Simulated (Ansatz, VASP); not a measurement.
TlH5: VASP beside Ansatz

```
Tl H
1.0
     3.07238    0.00000    0.00000
    -1.53619    2.66076    0.00000
     0.00000    0.00000    6.85464
Tl H
1 5
Direct
  0.00000 0.00000 0.50000
  0.00000 0.00000 0.25272
  0.00000 0.00000 0.74728
  0.50000 0.00000 0.00000
  0.00000 0.50000 0.00000
  0.50000 0.50000 0.00000
```

Alike in both runs: functional PBE; k mesh 6 × 6 × 4; occupations gaussian, width 0.1 eV; no spin polarisation.

Ansatz relaxed the structure, and its values are those at the end. VASP's run is a single point on that final structure, the one shown.

|  | VASP | Ansatz |
| --- | --- | --- |
| version | VASP 6.6.1 | Ansatz 0.2.0 |
| potentials or method | VASP PAW PBE potentials, release 64 (Tl_d, H), cutoff 520 eV | scalar-relativistic, plane waves, PAW |
| valence electrons in the cell | 18 | 18 |

|  | VASP | Ansatz | Ansatz less VASP |
| --- | --- | --- | --- |
| gap on the k mesh at the Fermi level (eV) | none | none | - |
| pressure (GPa) | -0.2 | 0.1 | +0.26 |
| rms of the force components (eV/Å) | 0.012 | 0.002 | -0.0101 |

A gap of «none» marks a metal or a gap that the smearing closes.

The k mesh is coarse, so the values compare programs but aren't converged. Spin-orbit coupling is off throughout.
